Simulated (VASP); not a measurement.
CaO:

```
CELL_PARAMETERS angstrom
0.00000 2.54156 2.70518
2.54156 0.00000 2.70518
2.54156 2.54156 0.00000
ATOMIC_POSITIONS crystal
Ca 0.00000 0.00000 0.00000
O 0.25000 0.25000 0.25000
```

This cell differs from its parent crystal: epitaxial xy strain -2.5%.

Base run:

```yaml
Program: VASP 6.6.1
Functional: r2SCAN
Potentials_or_basis: VASP PAW PBE potentials, release 64 (Ca_sv, O)
Cutoff: 520 eV
k_mesh: 8 × 8 × 8
Occupations: gaussian, width 0.01 eV
Spin: no spin polarisation
```

Its results: band gap on the k mesh 3.71 eV (least direct gap 4.40 eV); pressure 1.9 GPa.

**Question.** The run is repeated on the same cell with these changes: functional from r2SCAN to PBE; k mesh from 8 × 8 × 8 to 6 × 6 × 6. What comes out?

**Answer.** Band gap on the k mesh 3.31 eV (least direct gap 3.98 eV); pressure 2.8 GPa.

Several settings changed at once.

Caveats: the PAW data sets were made with another functional, which shifts forces and pressure a little (at least some runs).

A k mesh can miss the band edges.
